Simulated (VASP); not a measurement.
Wanted: the native input for a VASP 6.6.1 run.

```
Task                   : electric field gradients
Functional             : PBEsol
Potentials or basis    : VASP PAW PBE potentials, release 64 (Y_sv)
Cutoff                 : 520 eV
k mesh                 : 12 × 12 × 12
Occupations            : fermi-dirac, width 0.03 eV
Spin                   : no spin polarisation
Dipole correction      : no
Further INCAR settings : ALGO = Normal; EDIFF = 1e-08; NBANDS = 12
```

The structure of Y lies in POSCAR:

```
Y
1.0
    0.0000000000      2.5519910612      2.5519910612
    2.5519910612      0.0000000000      2.5519910612
    2.5519910612      2.5519910612      0.0000000000
Y
1
Direct
    0.0000000000      0.0000000000      0.0000000000
```

This isn't the form of Y at room conditions, which is hcp.

The input as run:

INCAR

```
PREC     = Accurate       # precision mode
ENCUT    = 520            # plane-wave cutoff, eV
EDIFF    = 1E-8           # SCF threshold, eV
ISMEAR   = -1             # smearing method
SIGMA    = 0.03           # smearing width, eV
LREAL    = F              # projectors in reciprocal space
LASPH    = T              # aspherical terms in the spheres
NELM     = 60             # most SCF steps
ALGO     = Normal         # electronic algorithm
ISIF     = 2              # what is computed and relaxed
LWAVE    = F              # write WAVECAR
LCHARG   = F              # write CHGCAR
GGA      = PS             # functional
LEFG     = T            
NBANDS   = 12             # bands
```

KPOINTS

```
Automatic mesh
0
Gamma
  12 12 12
```

Potentials or basis: VASP PAW PBE potentials, release 64 (Y_sv).

The run is started by

```sh
$ cat potpaw_PBE.64/Y_sv/POTCAR > POTCAR
$ mpirun -np 1 vasp_std > vasp.out
```

It gave:

```yaml
Pressure: -2.9 GPa
Band_gap_on_the_k_mesh: zero (an odd number of electrons rules out a gap without spin polarisation)
Largest_electric_field_gradient_by_atom: zero within the noise of the run
```

Caveat: the PAW data sets were made with another functional, which shifts forces and pressure a little.

Run time: 52 s on 1 thread of Intel Xeon 8259CL, on a shared host, peak memory 0.19 GiB.
